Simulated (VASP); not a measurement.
Al3Ni2, 5 atoms in the cell. It takes space group P-3m1 (No. 164, trigonal). The conventional cell has a = 3.831 Å, b = 3.831 Å, c = 4.670 Å, α = 90.00°, β = 90.00°, γ = 120.00°. Al (site symmetry -3m) has 6 Ni at 2.32 Å and 6 Al at 2.76 Å within 3.1 Å. Al (site symmetry 3m) has 5 Ni at 2.33 to 2.41 Å and 6 Al at 2.60 to 2.76 Å within 3.1 Å. Within 3.1 Å of Ni (site symmetry 3m) lie 8 Al at 2.32 to 2.41 Å and 3 Ni at 2.60 Å.  This cell differs from its parent crystal: volume scaled by 0.88, then relaxed in part.

| Quantity | Value |
| --- | --- |
| Program | VASP 6.6.1 |
| Task | single point |
| Functional | PBEsol |
| Potentials or basis | VASP PAW PBE potentials, release 64 (Al, Ni) |
| Cutoff | 520 eV |
| k mesh | 12 × 12 × 8 |
| Occupations | gaussian, width 0.1 eV |
| Spin | no spin polarisation |
| Dipole correction | no |
| Further INCAR settings | ALGO = Fast; EDIFF = 1e-07; NBANDS = 22 |

Potentials or basis: VASP PAW PBE potentials, release 64 (Al, Ni).

Run with:

```bash
$ cat potpaw_PBE.64/Al/POTCAR potpaw_PBE.64/Ni/POTCAR > POTCAR
$ mpirun -np 1 vasp_std > vasp.out
```

Hardware: 1 thread of Intel(R) Xeon(R) Platinum 8375C CPU @ 2.90GHz (Ice Lake) (shared host).

**Question.** How long does it take, and how much memory?

**Answer.** Run time: 2.5 min on 1 thread of Intel(R) Xeon(R) Platinum 8375C CPU @ 2.90GHz (Ice Lake), with other jobs on the host, peak memory 0.28 GiB. Counts: scf iterations 20, k points 131.
